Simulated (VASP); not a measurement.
MgO (Periclase):

```
Mg O
1.0
     0.00000    2.07380    2.07380
     2.07380    0.00000    2.07380
     2.07380    2.07380    0.00000
Mg O
1 1
Direct
  0.00000 0.00000 0.00000
  0.50000 0.50000 0.50000
```

This cell differs from its parent crystal: volume scaled by 0.960.

Base run:

```yaml
Program: VASP 6.6.1
Functional: r2SCAN
Potentials_or_basis: VASP PAW PBE potentials, release 64 (Mg, O)
Cutoff: 520 eV
k_mesh: 8 × 8 × 8
Occupations: gaussian, width 0.05 eV
Spin: no spin polarisation
```

Its results: band gap on the k mesh 6.09 eV, direct; pressure 6.2 GPa.

**Question.** The run is repeated on the same cell with these changes: potentials or basis from VASP PAW PBE potentials, release 64 (Mg, O) to VASP PAW PBE potentials, release 64 (Mg_sv, O); cutoff from 520 eV to 660 eV; further incar settings from ALGO = Normal; EDIFF = 1e-07; NBANDS = 11 to ALGO = Normal; EDIFF = 1e-06; NBANDS = 15; valence electrons from 8 to 16. What comes out?

**Answer.** Band gap on the k mesh 6.14 eV, direct; pressure 6.9 GPa.

Caveats: the PAW data sets were made with another functional, which shifts forces and pressure a little.

